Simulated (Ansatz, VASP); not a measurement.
**Two plane-wave programs on CdS**

```xyz
2
Lattice="0.0000 2.9165 2.9165 2.9165 0.0000 2.9165 2.9165 2.9165 0.0000" Properties=species:S:1:pos:R:3 pbc="T T T"
Cd    0.0000    0.0000    0.0000
S     1.4583    1.4583    1.4583
```

Alike in both runs: task relaxation of cell and atoms; functional PBE; dispersion D3(BJ); k mesh 6 × 6 × 6; no spin polarisation.

```csv
,VASP,Ansatz
version,VASP 6.6.1,Ansatz 0.2.0
potentials or method,"VASP PAW PBE potentials, release 64 (Cd, S), cutoff 600 eV","plane waves, PAW"
occupations,"gaussian, width 0.01 eV",fixed
valence electrons in the cell,18,26
```

Ansatz gave:

* relaxed volume (Å³/atom): 25.05
* relaxed cell length with the largest relative difference (Å): 4.138

Problem. What did VASP give for the same quantities?

Solution. Relaxed volume (Å³/atom): 25.19; relaxed cell length with the largest relative difference (Å): 4.146.

VASP's potentials hold 18 valence electrons a cell and Ansatz's 26, so a difference there can come from the potentials and not from the codes.
